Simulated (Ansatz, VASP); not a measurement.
# Ba in VASP and in Ansatz

```xyz
1
Lattice="-2.4614 2.4614 2.4614 2.4614 -2.4614 2.4614 2.4614 2.4614 -2.4614" Properties=species:S:1:pos:R:3 pbc="T T T"
Ba    0.0000    0.0000    0.0000
```

Alike in both runs: task single point; functional PBE; k mesh 12 × 12 × 12; occupations gaussian, width 0.1 eV; no spin polarisation.

|  | VASP | Ansatz |
| --- | --- | --- |
| version | VASP 6.6.1 | Ansatz 0.2.0 |
| potentials or method | VASP PAW PBE potentials, release 64 (Ba_sv), cutoff 520 eV | scalar-relativistic, plane waves, PAW |
| valence electrons in the cell | 10 | 10 |

```csv
,VASP,Ansatz,Ansatz less VASP
gap on the k mesh at the Fermi level (eV),none,none,-
pressure (GPa),0.6,0.5,-0.07
```

A gap of «none» marks a metal or a gap that the smearing closes. The functional is the same, so the differences come from potentials, cutoffs and numerics.

Neither program's run includes spin-orbit coupling.
